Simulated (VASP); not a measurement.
**Zn3HgS4: single point with PBE**

The system is Zn3HgS4.

```
Zn S Hg
1.0
    -2.81715    2.81715    5.61551
     2.81715   -2.81715    5.61551
     2.81715    2.81715   -5.61551
Zn S Hg
3 4 1
Direct
  0.75000 0.25000 0.50000
  0.50000 0.50000 0.00000
  0.25000 0.75000 0.50000
  0.13444 0.60106 0.00000
  0.86556 0.86556 0.46662
  0.60106 0.13444 0.00000
  0.39894 0.39894 0.53338
  0.00000 0.00000 0.00000
```

```yaml
Program: VASP 6.6.1
Task: single point
Functional: PBE
Potentials_or_basis: VASP PAW PBE potentials, release 64 (Zn, S, Hg)
Cutoff: 500 eV
k_mesh: 6 × 6 × 6
Occupations: gaussian, width 0.01 eV
Spin: no spin polarisation
```

* Pressure: -1.7 GPa
* Band gap on the k mesh: 1.10 eV

Levels at points of the mesh, in eV from the valence-band top:
| k point | band 32 | band 33 | band 34 | band 35 | band 36 | band 37 | band 38 | band 39 | band 40 | band 41 |
| --- | --- | --- | --- | --- | --- | --- | --- | --- | --- | --- |
| (0.00, 0.00, 0.00) | -1.97 | -1.97 | -0.08 | 0.00 | 0.00 | 1.10 | 3.45 | 3.60 | 5.33 | 5.60 |
| (0.50, 0.00, 0.00) | -1.70 | -1.56 | -1.21 | -0.84 | -0.73 | 3.19 | 4.08 | 4.78 | 5.03 | 5.19 |
| (0.50, 0.50, 0.00) | -0.96 | -0.90 | -0.79 | -0.56 | -0.56 | 2.21 | 2.95 | 4.20 | 4.27 | 6.17 |
| (0.50, 0.50, 0.50) | -1.67 | -1.35 | -1.35 | -0.85 | -0.85 | 2.68 | 3.61 | 3.61 | 3.79 | 4.33 |

Run time: 7.7 min on 1 thread of Intel Xeon 8259CL, on a shared host, peak memory 0.46 GiB.

Caveat: spin-orbit coupling is left out, which moves the levels of the heavy elements.
